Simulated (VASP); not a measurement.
SiC, 2 atoms in the cell. The structure is tetragonal, space group I-4m2 (No. 119). Conventional cell: a = 3.340 Å, b = 3.340 Å, c = 3.684 Å, α = 90.00°, β = 90.00°, γ = 90.00°. Si (site symmetry -4m2) has 4 C at 1.91 Å within 2.5 Å. Within 2.5 Å of C (site symmetry -4m2) lie 4 Si at 1.91 Å.  This cell differs from its parent crystal: ratio of the length along z to the lengths across it x 0.78, volume and fractional coordinates fixed.

| Item | Value |
| --- | --- |
| Program | VASP 6.6.1 |
| Task | single point |
| Functional | r2SCAN |
| Potentials or basis | VASP PAW PBE potentials, release 64 (Si, C) |
| Cutoff | 520 eV |
| k mesh | 12 × 12 × 12 |
| Occupations | gaussian, width 0.05 eV |
| Spin | no spin polarisation |
| Dipole correction | no |
| Further INCAR settings | ALGO = Normal; EDIFF = 1e-06; NBANDS = 11 |

Potentials or basis: VASP PAW PBE potentials, release 64 (Si, C).

Launch:

```console
$ cat potpaw_PBE.64/Si/POTCAR potpaw_PBE.64/C/POTCAR > POTCAR
$ cp INCAR.step1 INCAR
$ mpirun -np 1 vasp_std > vasp.out
$ cp INCAR.step2 INCAR
$ mpirun -np 1 vasp_std > vasp.out
```

Hardware: 1 thread of Intel(R) Xeon(R) 6975P-C (Granite Rapids) (shared host).

**Question.** Estimate the wall time of this run.

**Answer.** Wall time 42 s on 1 thread of Intel(R) Xeon(R) 6975P-C (Granite Rapids), on a shared host, peak memory 0.16 GiB. Counts: k points 163.
